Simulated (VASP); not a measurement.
Wanted: the native input for a VASP 6.6.1 run.

| Item | Value |
| --- | --- |
| Task | single point |
| Functional | PBE-based screened hybrid with 25 % exact exchange |
| Potentials or basis | VASP PAW PBE potentials, release 64 (Pb_d) |
| Cutoff | 520 eV |
| k mesh | 5 × 5 × 5 |
| Occupations | fermi-dirac, width 0.05 eV |
| Spin | no spin polarisation |
| Dipole correction | no |
| Grid for exact exchange (PRECFOCK) | Normal |
| Share of exact exchange | 0.25 |
| Further INCAR settings | ALGO = Normal; EDIFF = 1e-06; NBANDS = 13 |
| Screening parameter | 0.3 1/Å |

Crystal: Pb.

```
CELL_PARAMETERS angstrom
-2.00679 2.00679 2.00679
2.00679 -2.00679 2.00679
2.00679 2.00679 -2.00679
ATOMIC_POSITIONS crystal
Pb 0.00000 0.00000 0.00000
```

This isn't the form of Pb at room conditions, which is fcc.

These files were run (other wordings do the same):

POSCAR

```
Pb
1.0
   -2.0067874089      2.0067874089      2.0067874089
    2.0067874089     -2.0067874089      2.0067874089
    2.0067874089      2.0067874089     -2.0067874089
Pb
1
Direct
    0.0000000000      0.0000000000      0.0000000000
```

INCAR.step1

```
ALGO     = Normal         # electronic algorithm
EDIFF    = 1E-5           # SCF threshold, eV
ENCUT    = 520            # plane-wave cutoff, eV
GGA      = PE             # functional
ISIF     = 2              # what is computed and relaxed
ISMEAR   = -1             # smearing method
LASPH    = True           # aspherical terms in the spheres
LCHARG   = False          # write CHGCAR
LREAL    = False          # projectors in reciprocal space
LWAVE    = True           # write WAVECAR
NBANDS   = 13             # bands
NELM     = 80             # most SCF steps
PREC     = Accurate       # precision mode
SIGMA    = 0.05           # smearing width, eV
```

INCAR.step2

```
AEXX     = 0.25           # exact-exchange fraction
ALGO     = Normal         # electronic algorithm
EDIFF    = 1E-6           # SCF threshold, eV
ENCUT    = 520            # plane-wave cutoff, eV
GGA      = PE             # functional
HFSCREEN = 0.3            # screening, 1/A
ISIF     = 2              # what is computed and relaxed
ISMEAR   = -1             # smearing method
ISTART   = 1            
LASPH    = True           # aspherical terms in the spheres
LCHARG   = False          # write CHGCAR
LHFCALC  = True           # exact exchange
LREAL    = False          # projectors in reciprocal space
LWAVE    = False          # write WAVECAR
NBANDS   = 13             # bands
NELM     = 80             # most SCF steps
PREC     = Accurate       # precision mode
PRECFOCK = Normal       
SIGMA    = 0.05           # smearing width, eV
```

KPOINTS

```
k-points
0
Gamma
  5 5 5
```

Potentials or basis: VASP PAW PBE potentials, release 64 (Pb_d).

The run is started by

```bash
$ cat potpaw_PBE.64/Pb_d/POTCAR > POTCAR
$ cp INCAR.step1 INCAR
$ mpirun -np 1 vasp_std > vasp.out
$ cp INCAR.step2 INCAR
$ mpirun -np 1 vasp_std > vasp.out
```

Results of the run:

| Item | Value |
| --- | --- |
| Pressure | -0.1 GPa |
| Band gap on the k mesh | zero (bands 7 and 8 overlap by 9.36 eV) |

Caveat: the k points lie up to 0.44 Å⁻¹ apart, too coarse for converged energies and pressures of a metal; the PAW data sets were made with another functional, which shifts forces and pressure a little; spin-orbit coupling is left out, which moves the levels of the heavy elements.

Run time: 4.4 min on 1 thread of AMD EPYC 9R14 (Zen 4) (shared host), peak memory 0.22 GiB.
